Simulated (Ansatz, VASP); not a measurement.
## KTaO3 in VASP and in Ansatz

The input INCAR:

```
ALGO = Normal
EDIFF = 1E-7
ENCUT = 520
GGA = PE
ISIF = 2
ISMEAR = 0
LASPH = T
LCHARG = F
LREAL = F
LWAVE = F
NBANDS = 27
NELM = 60
PREC = Accurate
SIGMA = 0.05
```

Contents of KPOINTS:

```
k-points
0
Gamma
  8 8 8
```

POSCAR

```
KTaO3
1.0
    4.1065426041      0.0000000000      0.0000000000
    0.0000000000      4.1065426041      0.0000000000
    0.0000000000      0.0000000000      3.8663098617
K Ta O
1 1 3
Direct
    0.5000000000      0.5000000000      0.5000000000
    0.0000000000      0.0000000000      0.0000000000
    0.5000000000      0.0000000000      0.0000000000
    0.0000000000      0.5000000000      0.0000000000
    0.0000000000      0.0000000000      0.5000000000
```

Input for Ansatz:

```yaml
crystal:
  lattice:
    - [4.1065426041, 0.0, 0.0]
    - [0.0, 4.1065426041, 0.0]
    - [0.0, 0.0, 3.8663098617]
  atoms:
    - { symbol: K, position: [0.5, 0.5, 0.5] }
    - { symbol: Ta, position: [0.0, 0.0, 0.0] }
    - { symbol: O, position: [0.5, 0.0, 0.0] }
    - { symbol: O, position: [0.0, 0.5, 0.0] }
    - { symbol: O, position: [0.0, 0.0, 0.5] }
basis:
  ecutwfc: 520.0
kpoints:
  mp_grid: { grid: [8, 8, 8] }
hamiltonian:
  xc: pbe
scf:
  occupations: { method: gaussian, width: 0.05 }
output:
  forces: true
  stress: true
  eigenvalues: true
```

Alike in both runs: task single point; functional PBE; k mesh 8 × 8 × 8; occupations gaussian, width 0.05 eV; no spin polarisation.

|  | VASP | Ansatz |
| --- | --- | --- |
| version | VASP 6.6.1 | Ansatz 0.2.0 |
| potentials or method | VASP PAW PBE potentials, release 64 (K_sv, Ta_pv, O), cutoff 520 eV | scalar-relativistic, plane waves, PAW |
| valence electrons in the cell | 38 | 40 |

```tsv
	VASP	Ansatz	Ansatz less VASP
gap on the k mesh at the Fermi level (eV)	2.00	2.04	+0.043
least direct gap on the mesh (eV)	2.61	2.65	+0.040
pressure (GPa)	1.9	1.3	-0.60
traceless stress, the component that is largest in VASP (GPa)	15.24	14.98	-0.261
```

The functional is the same, so the differences come from potentials, cutoffs and numerics. VASP's potentials hold 38 valence electrons a cell and Ansatz's 40, so a difference there can come from the potentials and not from the codes.

Spin-orbit coupling is off throughout.
